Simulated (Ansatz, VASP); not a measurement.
# Ca2Ir: VASP beside Ansatz

The input INCAR:

```
  ALGO = Fast
  EDIFF = 1E-6
  ENCUT = 520
  GGA = PE
  ISIF = 2
  ISMEAR = 0
  ISPIN = 2
  LASPH = T
  LCHARG = T
  LELF = T
  LMAXMIX = 4
  LORBIT = 11
  LREAL = F
  LVHAR = T
  LWAVE = F
  MAGMOM = 0 0 1
  NBANDS = 26
  NELM = 150
  PREC = Accurate
  SIGMA = 0.1
```

Contents of KPOINTS:

```
k-points
0
Gamma
  4 4 4
```

POSCAR

```
Ca2Ir
1.0
    0.0000000000      3.4325930886      3.4325930886
    3.4325930886      0.0000000000      3.4325930886
    3.4325930886      3.4325930886      0.0000000000
Ca Ir
2 1
Direct
    0.2500000000      0.2500000000      0.2500000000
    0.7500000000      0.7500000000      0.7500000000
    0.0000000000      0.0000000000      0.0000000000
```

Input for Ansatz:

```yaml
crystal:
  lattice:
    - [0.0, 3.4325930886, 3.4325930886]
    - [3.4325930886, 0.0, 3.4325930886]
    - [3.4325930886, 3.4325930886, 0.0]
  atoms:
    - { symbol: Ca, position: [0.25, 0.25, 0.25] }
    - { symbol: Ca, position: [0.75, 0.75, 0.75] }
    - { symbol: Ir, position: [0.0, 0.0, 0.0], spin: 1.0 }
basis:
  ecutwfc: 420
kpoints:
  mp_grid: { grid: [4, 4, 4] }
hamiltonian:
  xc: pbe
scf:
  occupations: { method: gaussian, width: 0.1 }
  lower_state_search: "off"
output:
  forces: true
  stress: true
  eigenvalues: true
  populations: true
magnetization:
  spin_polarized: true
```

Change from the starting cell: species swapped into the CaF2 type (Fm-3m, No. 225).

Alike in both runs: task single point; functional PBE; k mesh 4 × 4 × 4; occupations gaussian, width 0.1 eV; collinear spin.

|  | VASP | Ansatz |
| --- | --- | --- |
| version | VASP 6.6.1 | Ansatz 0.2.0 |
| potentials or method | VASP PAW PBE potentials, release 64 (Ca_sv, Ir), cutoff 520 eV | scalar-relativistic, plane waves, PAW |
| valence electrons in the cell | 29 | 37 |

Ansatz gave:

- gap on the k mesh at the Fermi level (eV): none
- pressure (GPa): 0.5
- net moment per atom (μB): 0.00

Task: Estimate VASP's values.

Result: gap on the k mesh at the Fermi level (eV): none; pressure (GPa): 0.6; net moment per atom (μB): 0.00.

A gap of «none» marks a metal or a gap that the smearing closes. VASP's potentials hold 29 valence electrons a cell and Ansatz's 37, so a difference there can come from the potentials and not from the codes. Ansatz's warnings: filled band counts differ across k points, seeded moment not kept.

The k mesh is coarse, so the values compare programs but aren't converged. Spin-orbit coupling is off throughout.
